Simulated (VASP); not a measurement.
# Pt (Fm-3m) in VASP: further runs

The runs below take Pt through single point, with PBEsol.

All numbers are computed with VASP 6.6.1; they aren't measurements. Logs are shortened: lines on timing, memory, paths and dates and some standing lists are left out, and cuts for length are marked.

**1. The cell of the first run**

Symmetry: Fm-3m, No. 225, cubic system. The conventional cell has a = 3.667 Å, b = 3.667 Å, c = 3.667 Å, α = 90.00°, β = 90.00°, γ = 90.00°. Within 3.4 Å of Pt (site symmetry m-3m) lie 12 Pt at 2.59 Å.

**2. Single point, PBEsol, collinear spin (12.33 Å³/atom)**

The input, INCAR:

```
SYSTEM = Pt
PREC     = Accurate       ! precision mode
ENCUT    = 520            ! plane-wave cutoff, eV
EDIFF    = 1E-7           ! SCF threshold, eV
ISMEAR   = 0              ! smearing method
SIGMA    = 0.15           ! smearing width, eV
LREAL    = .FALSE.        ! projectors in reciprocal space
LASPH    = .TRUE.         ! aspherical terms in the spheres
NELM     = 150            ! most SCF steps
ALGO     = Normal         ! electronic algorithm
ISIF     = 2              ! what is computed and relaxed
LWAVE    = .FALSE.        ! write WAVECAR
LCHARG   = .FALSE.        ! write CHGCAR
ISPIN    = 2              ! spin polarisation
MAGMOM   = 0.2            ! initial moments
LORBIT   = 11             ! projections on sites
NUPDOWN  = 0.2            ! fixed moment
LMAXMIX  = 4              ! l up to which the mixer works
GGA      = PS             ! functional
NBANDS   = 15             ! bands
```

The input, KPOINTS:

```
Automatic mesh
0
G
  22 22 22
  0 0 0
```

The input, POSCAR:

```
Pt
1.0
    0.0000000000      1.8335775616      1.8335775616
    1.8335775616      0.0000000000      1.8335775616
    1.8335775616      1.8335775616      0.0000000000
Pt
1
Direct
    0.0000000000      0.0000000000      0.0000000000
```

Potentials or basis: VASP PAW PBE potentials, release 64 (Pt).

Command:

```sh
$ cat potpaw_PBE.64/Pt/POTCAR > POTCAR
$ mpirun -np 1 vasp_std > vasp.out
```

OUTCAR:

```text
SYSTEM = Pt
   PREC = Accurate
   ENCUT = 520
   EDIFF = 1E-7
   ISMEAR = 0
   LREAL = .FALSE.
   LASPH = .TRUE.
   NELM = 150
   ISIF = 2
   ISPIN = 2
   LORBIT = 11
   NUPDOWN = 0.2
   GGA = PS

 ion  position               nearest neighbor table
   1  0.000  0.000  0.000-

  LATTYP: Found a face centered cubic cell.
 ALAT       =     3.6671551232

  Lattice vectors:

 A1 = (   0.0000000000,   1.8335775616,   1.8335775616)
 A2 = (   1.8335775616,   0.0000000000,   1.8335775616)
 A3 = (   1.8335775616,   1.8335775616,   0.0000000000)

Analysis of symmetry for initial positions (statically):
=====================================================================
 Subroutine PRICEL returns:
 Original cell was already a primitive cell.

 Routine SETGRP: Setting up the symmetry group for a
 face centered cubic supercell.

 Subroutine GETGRP returns: Found 48 space group operations
 (whereof 48 operations were pure point group operations)
 out of a pool of 48 trial point group operations.

The static configuration has the point symmetry O_h .

Analysis of symmetry for dynamics (positions and initial velocities):
=====================================================================
 Subroutine PRICEL returns:
 Original cell was already a primitive cell.

 Routine SETGRP: Setting up the symmetry group for a
 face centered cubic supercell.

 Subroutine GETGRP returns: Found 48 space group operations
 (whereof 48 operations were pure point group operations)
 out of a pool of 48 trial point group operations.

The dynamic configuration has the point symmetry O_h .

Analysis of structural, dynamic, and magnetic symmetry:
=====================================================================
 Subroutine PRICEL returns:
 Original cell was already a primitive cell.

 Routine SETGRP: Setting up the symmetry group for a
 face centered cubic supercell.

 Subroutine GETGRP returns: Found 48 space group operations
 (whereof 48 operations were pure point group operations)
 out of a pool of 48 trial point group operations.

The overall configuration has the point symmetry O_h .

 Subroutine INISYM returns: Found 48 space group operations
 (whereof 48 operations are pure point group operations),
 and found     1 'primitive' translations

----------------------------------------------------------------------------------------

                                     Primitive cell

  volume of cell :      12.3290

  direct lattice vectors                    reciprocal lattice vectors
     0.000000000  1.833577562  1.833577562    -0.272690946  0.272690946  0.272690946
     1.833577562  0.000000000  1.833577562     0.272690946 -0.272690946  0.272690946
     1.833577562  1.833577562  0.000000000     0.272690946  0.272690946 -0.272690946

  length of vectors
     2.593070255  2.593070255  2.593070255     0.472314573  0.472314573  0.472314573

  position of ions in fractional coordinates (direct lattice)
     0.000000000  0.000000000  0.000000000

  ion indices of the primitive-cell ions
   primitive index   ion index
                 1           1

----------------------------------------------------------------------------------------

 KPOINTS: Automatic mesh

Automatic generation of k-mesh.
 Grid dimensions read from file:
 generate k-points for:   22   22   22

 Generating k-lattice:

  Cartesian coordinates                     Fractional coordinates (reciprocal lattice)
    -0.012395043  0.012395043  0.012395043     0.045454545  0.000000000  0.000000000
     0.012395043 -0.012395043  0.012395043     0.000000000  0.045454545  0.000000000
     0.012395043  0.012395043 -0.012395043     0.000000000  0.000000000  0.045454545

  Length of vectors
     0.021468844  0.021468844  0.021468844

  Shift w.r.t. Gamma in fractional coordinates (k-lattice)
     0.000000000  0.000000000  0.000000000

 Subroutine IBZKPT returns following result:
 ===========================================

 Found    328 irreducible k-points:

 Following reciprocal coordinates:
            Coordinates               Weight
  0.000000  0.000000  0.000000      1.000000
  0.045455  0.000000  0.000000      8.000000
  0.090909  0.000000  0.000000      8.000000
  0.136364  0.000000  0.000000      8.000000
  0.181818  0.000000  0.000000      8.000000
  0.227273  0.000000  0.000000      8.000000
[... 16 lines left out ...]
  0.500000  0.045455  0.000000     24.000000
 -0.454545  0.045455  0.000000     24.000000
 [... further k-points ...]
   k-points           NKPTS =    328   k-points in BZ     NKDIM =    328   number of bands    NBANDS=     15
   number of dos      NEDOS =    301   number of ions     NIONS =      1
   total plane-waves  NPLWV =   8000
   dimension x,y,z NGX =    20 NGY =   20 NGZ =   20
   dimension x,y,z NGXF=    40 NGYF=   40 NGZF=   40
   ions per type =               1
   NGX,Y,Z   is equivalent  to a cutoff of  12.82, 12.82, 12.82 a.u.
   NGXF,Y,Z  is equivalent  to a cutoff of  25.64, 25.64, 25.64 a.u.
 SYSTEM =  Pt
   PREC   = accura    normal or accurate (medium, high low for compatibility)
   ISTART =      0    job   : 0-new  1-cont  2-samecut
   ICHARG =      2    charge: 1-file 2-atom 10-const
   ISPIN  =      2    spin polarized calculation?
   LNONCOLLINEAR =      F non collinear calculations
   LSORBIT =      F    spin-orbit coupling
   LASPH  =      T    aspherical Exc in radial PAW
   ENCUT  =  520.0 eV  38.22 Ry    6.18 a.u.   4.82  4.82  4.82*2*pi/ulx,y,z
   NELM   =    150;   NELMIN=  2; NELMDL= -5     # of ELM steps
   EDIFF  = 0.1E-06   stopping-criterion for ELM
   LREAL  =      F    real-space projection
   EDIFFG = 0.1E-05   stopping-criterion for IOM
   NSW    =      0    number of steps for IOM
   IBRION =     -1    ionic relax: 0-MD 1-quasi-New 2-CG
   NFREE  =      0    steps in history (QN), initial steepest desc. (CG)
   ISIF   =      2    stress and relaxation
   ISYM   =      2    0-nonsym 1-usesym 2-fastsym
   POTIM  = 0.5000    time-step for ionic-motion
   TEBEG  =    0.0;   TEEND  =   0.0 temperature during run
   PSTRESS=    0.0 pullay stress
   NELECT =      10.0000    total number of electrons
   NUPDOWN=       0.2000    fix difference up-down
   EMIN   =  10.00;   EMAX   =-10.00  energy-range for DOS
   EFERMI =   0.00;   METHOD = LEGACY
   ISMEAR =     0;   SIGMA  =   0.15  broadening in eV -4-tet -1-fermi 0-gaus
   EFERMI_NEDOS =   21; number of points for ismear=-14 and -15
   IALGO  =     38    algorithm
   IMIX   =      4    mixing-type and parameters
     AMIX     =   0.40;   BMIX     =  1.00
     AMIX_MAG =   1.60;   BMIX_MAG =  1.00
  volume/ion in A,a.u.               =      12.33        83.20
  Fermi-wavevector in a.u.,A,eV,Ry     =   1.526742  2.885123 31.714364  2.330940
  Thomas-Fermi vector in A             =   2.634733
   LORBIT       =     11    0 simple, 1 ext, 2 COOP (PROOUT), +10 PAW based schemes
   GGA     = PS    functional components
   LHFCALC =     F    Hartree Fock is set to
   AEXX    =    0.0000 exact exchange contribution
   IVDW    =     0    specifies the selected vdW correction
   LEPSILON=     F    determine dielectric tensor
   LRPA    =     F    only Hartree local field effects (RPA)
 spin polarized calculation
 Gauss-broadening in eV      SIGMA  =   0.15
  energy-cutoff  :      520.00
  volume of cell :       12.33
 maximum number of plane-waves:       342
   NGX =  9   NGY =  9   NGZ =  9

 number of electron      10.0000000 magnetization       0.2000000

 number of electron       9.9999999 magnetization       0.2000000

 Free energy of the ion-electron system (eV)
  ---------------------------------------------------
  ext. energy  EPLUGINS =         0.00000000
  ---------------------------------------------------
  free energy    TOTEN  =        -6.30411916 eV

  energy without entropy =       -6.29028222  energy(sigma->0) =       -6.29720069

 E-fermi :  15.3821     XC(G=0): -14.8433

 val. band max:       15.5528424995   @ k =  -0.4545   0.3182   0.0000
 cond. band min:      15.3882294106   @ k =   0.5000   0.4545   0.0455
 fundamental gap:     -0.1646130889
 Fermi energy:        15.5581610624

 spin component 1

 k-point     1 :       0.0000    0.0000    0.0000
  band No.  band energies     occupation
      1       2.6419      1.00000
      2      10.1153      1.00000
      3      10.1153      1.00000
      4      10.1153      1.00000
      5      13.1411      1.00000
      6      13.1411      1.00000
      7      29.1886      0.00000
      8      35.3451      0.00000
      9      35.3451      0.00000
     10      35.3451      0.00000
     11      41.4373      0.00000
     12      47.1616      0.00000
     13      47.1616      0.00000
     14      47.1616      0.00000
     15      52.4149      0.00000

 k-point     2 :       0.0455    0.0000    0.0000
  band No.  band energies     occupation
      1       2.7450      1.00000
      2      10.0597      1.00000
      3      10.1604      1.00000
      4      10.1604      1.00000
      5      13.1103      1.00000
      6      13.1103      1.00000
      7      29.3715      0.00000
      8      34.8538      0.00000
      9      35.5213      0.00000
     10      35.5213      0.00000
     11      42.0509      0.00000
     12      47.1184      0.00000
     13      47.1457      0.00000
     14      47.1457      0.00000
     15      51.3247      0.00000
[... 365 lines left out ...]
      3      10.0862      1.00000
      4      13.4560      1.00000
      5      15.4865      0.75049
      6      16.0344      0.00000
      7      22.9842      0.00000
      8      29.0318      0.00000
      9      35.5358      0.00000
     10      35.5581      0.00000
     11      47.0997      0.00000
     12      47.2883      0.00000
     13      47.3488      0.00000
     14      47.4709      0.00000
     15      47.5841      0.00000

 k-point    24 :      -0.4545    0.0455    0.0000
  band No.  band energies     occupation
      1       5.7077      1.00000
      2       9.9454      1.00000
      3      10.0850      1.00000
      4      13.3718      1.00000
      5      15.3287      0.98476
      6      16.0526      0.00000
      7      23.1572      0.00000
      8      29.0800      0.00000
      9      35.4162      0.00000
     10      35.8577      0.00000
     11      46.6965      0.00000
     12      47.3145      0.00000
     13      47.3568      0.00000
     14      47.4630      0.00000
     15      47.5366      0.00000

 [... further k-points ...]

 spin component 2

 k-point     1 :       0.0000    0.0000    0.0000
  band No.  band energies     occupation
      1       2.6805      1.00000
      2      10.2504      1.00000
      3      10.2504      1.00000
      4      10.2504      1.00000
      5      13.2690      1.00000
      6      13.2690      1.00000
      7      29.2270      0.00000
      8      35.3795      0.00000
      9      35.3795      0.00000
     10      35.3795      0.00000
     11      41.4450      0.00000
     12      47.3946      0.00000
     13      47.3946      0.00000
     14      47.3946      0.00000
     15      52.4733      0.00000

 k-point     2 :       0.0455    0.0000    0.0000
  band No.  band energies     occupation
      1       2.7837      1.00000
      2      10.1940      1.00000
      3      10.2956      1.00000
      4      10.2956      1.00000
      5      13.2378      1.00000
      6      13.2378      1.00000
      7      29.4107      0.00000
      8      34.8864      0.00000
      9      35.5561      0.00000
     10      35.5561      0.00000
     11      42.0606      0.00000
     12      47.3476      0.00000
     13      47.3776      0.00000
     14      47.3776      0.00000
     15      51.3942      0.00000
[... 365 lines left out ...]
      3      10.2063      1.00000
      4      13.5104      1.00000
      5      15.6366      0.00820
      6      16.1545      0.00000
      7      23.0997      0.00000
      8      29.0618      0.00000
      9      35.5906      0.00000
     10      35.6139      0.00000
     11      47.1947      0.00000
     12      47.4674      0.00000
     13      47.5544      0.00000
     14      47.6540      0.00000
     15      47.7082      0.00000

 k-point    24 :      -0.4545    0.0455    0.0000
  band No.  band energies     occupation
      1       5.7978      1.00000
      2      10.0642      1.00000
      3      10.2051      1.00000
      4      13.4242      1.00000
      5      15.4779      0.18329
      6      16.1775      0.00000
      7      23.2700      0.00000
      8      29.1105      0.00000
      9      35.4717      0.00000
     10      35.9135      0.00000
     11      46.7625      0.00000
     12      47.5443      0.00000
     13      47.5832      0.00000
     14      47.5854      0.00000
     15      47.6731      0.00000

 [... further k-points ...]
[... 5 lines left out ...]
  --------------------------------------------------------------------------------------
  -------------------------------------------------------------------------------------
  Total        7.4598703      7.4598703      7.4598703      0.0000000      0.0000000      0.0000000
  in kB      969.4245278    969.4245278    969.4245278      0.0000000      0.0000000      0.0000000
  external PRESSURE =     969.4245278 kB  Pullay stress =       0.0000000 kB

 VOLUME and BASIS-vectors are now :
 -----------------------------------------------------------------------------
  energy-cutoff  :      520.00
  volume of cell :       12.33
      direct lattice vectors                 reciprocal lattice vectors
     0.000000000  1.833577562  1.833577562    -0.272690946  0.272690946  0.272690946
     1.833577562  0.000000000  1.833577562     0.272690946 -0.272690946  0.272690946
     1.833577562  1.833577562  0.000000000     0.272690946  0.272690946 -0.272690946

 POSITION                                       TOTAL-FORCE (eV/Angst)
 -----------------------------------------------------------------------------------
      0.00000      0.00000      0.00000         0.000000      0.000000      0.000000
 -----------------------------------------------------------------------------------
    total drift:                                0.000000     -0.000000     -0.000000

  FREE ENERGIE OF THE ION-ELECTRON SYSTEM (eV)
  ---------------------------------------------------
  free  energy   TOTEN  =        -6.3041191638 eV

  energy  without entropy=       -6.2902822219  energy(sigma->0) =       -6.29720069

 total charge

# of ion       s       p       d       tot
------------------------------------------
    1        0.762   0.919   8.289   9.970

 magnetization (x)

# of ion       s       p       d       tot
------------------------------------------
    1       -0.000  -0.001   0.196   0.195
```

It took 46 s on 1 thread of Intel Xeon 6975P-C (Granite Rapids), shared host; peak memory 0.2 GiB.

What came out:

```
Free energy                                           : -6.3041 eV
Pressure                                              : 96.9 GPa
Net moment                                            : 0.20 μB per cell
Site moments                                          : Pt +0.20 μB
Valence electrons inside the program's atomic spheres : Pt 9.97
```

Caveat: the cell stands under pressure; the PAW data sets were made with another functional, which shifts forces and pressure a little; spin-orbit coupling is left out, which moves the levels of the heavy elements; the total moment is fixed, so each spin has its own Fermi level.

**3. Single point, PBEsol, collinear spin (12.33 Å³/atom)**

The input, INCAR:

```
SYSTEM = Pt
ALGO = Normal ; EDIFF = 1E-6
ENCUT = 520 ; GGA = PS
ISIF = 2 ; ISMEAR = 0
ISPIN = 2 ; LASPH = .TRUE.
LCHARG = .FALSE. ; LMAXMIX = 4
LORBIT = 11 ; LREAL = .FALSE.
LWAVE = .FALSE. ; MAGMOM = 0.5
NBANDS = 15 ; NELM = 150
NUPDOWN = 0.5 ; PREC = Accurate
SIGMA = 0.15
```

The input, KPOINTS:

```
k-points
0
G
  22 22 22
  0 0 0
```

POSCAR is that of step 2.

Potentials or basis: VASP PAW PBE potentials, release 64 (Pt).

Command:

```sh
$ cat potpaw_PBE.64/Pt/POTCAR > POTCAR
$ mpirun -np 1 vasp_std > vasp.out
```

OUTCAR:

```text
SYSTEM = Pt
   EDIFF = 1E-6
   ENCUT = 520
   GGA = PS
   ISIF = 2
   ISMEAR = 0
   ISPIN = 2
   LASPH = .TRUE.
   LORBIT = 11
   LREAL = .FALSE.
   NELM = 150
   NUPDOWN = 0.5
   PREC = Accurate

 ion  position               nearest neighbor table
   1  0.000  0.000  0.000-

  LATTYP: Found a face centered cubic cell.
 ALAT       =     3.6671551232

  Lattice vectors:
[... 1067 lines left out ...]
     14      47.7577      0.00000
     15      47.8363      0.00000

 [... further k-points ...]
[... 5 lines left out ...]
  --------------------------------------------------------------------------------------
  -------------------------------------------------------------------------------------
  Total        7.6084100      7.6084100      7.6084100      0.0000000      0.0000000     -0.0000000
  in kB      988.7275544    988.7275544    988.7275544      0.0000000      0.0000000     -0.0000000
  external PRESSURE =     988.7275544 kB  Pullay stress =       0.0000000 kB

 VOLUME and BASIS-vectors are now :
 -----------------------------------------------------------------------------
  energy-cutoff  :      520.00
  volume of cell :       12.33
      direct lattice vectors                 reciprocal lattice vectors
     0.000000000  1.833577562  1.833577562    -0.272690946  0.272690946  0.272690946
     1.833577562  0.000000000  1.833577562     0.272690946 -0.272690946  0.272690946
     1.833577562  1.833577562  0.000000000     0.272690946  0.272690946 -0.272690946

 POSITION                                       TOTAL-FORCE (eV/Angst)
 -----------------------------------------------------------------------------------
      0.00000      0.00000      0.00000        -0.000000      0.000000     -0.000000
 -----------------------------------------------------------------------------------
    total drift:                                0.000000     -0.000000     -0.000000

  FREE ENERGIE OF THE ION-ELECTRON SYSTEM (eV)
  ---------------------------------------------------
  free  energy   TOTEN  =        -6.2545317828 eV

  energy  without entropy=       -6.2433818646  energy(sigma->0) =       -6.24895682

 total charge

# of ion       s       p       d       tot
------------------------------------------
    1        0.763   0.922   8.287   9.971

 magnetization (x)

# of ion       s       p       d       tot
------------------------------------------
    1        0.002   0.002   0.483   0.487
```

stdout:

```text
POSCAR found type information on POSCAR Pt
 POSCAR found :  1 types and       1 ions
 scaLAPACK will be used
 -----------------------------------------------------------------------------
|                                                                             |
|                                                                             |
|     You enforced a specific xc type in the INCAR file but a different       |
|     I HOPE YOU KNOW WHAT YOU ARE DOING!                                     |
|                                                                             |
 -----------------------------------------------------------------------------

 LDA part: xc-table for (Slater+PW92), standard interpolation
 POSCAR, INCAR and KPOINTS ok, starting setup
 FFT: planning ... GRIDC
 FFT: planning ... GRID_SOFT
 FFT: planning ... GRID
 WAVECAR not read
 entering main loop
```

Wall time 45 s (1 thread of Intel Xeon 6975P-C (Granite Rapids), shared host); peak memory 0.21 GiB.

What came out:

| Quantity | Value |
| --- | --- |
| Free energy | -6.2545 eV |
| Pressure | 98.9 GPa |
| Net moment | 0.50 μB per cell |
| Site moments | Pt +0.49 μB |
| Valence electrons inside the program's atomic spheres | Pt 9.97 |

Caveat: the cell stands under pressure; the PAW data sets were made with another functional, which shifts forces and pressure a little; spin-orbit coupling is left out, which moves the levels of the heavy elements; the total moment is fixed, so each spin has its own Fermi level.
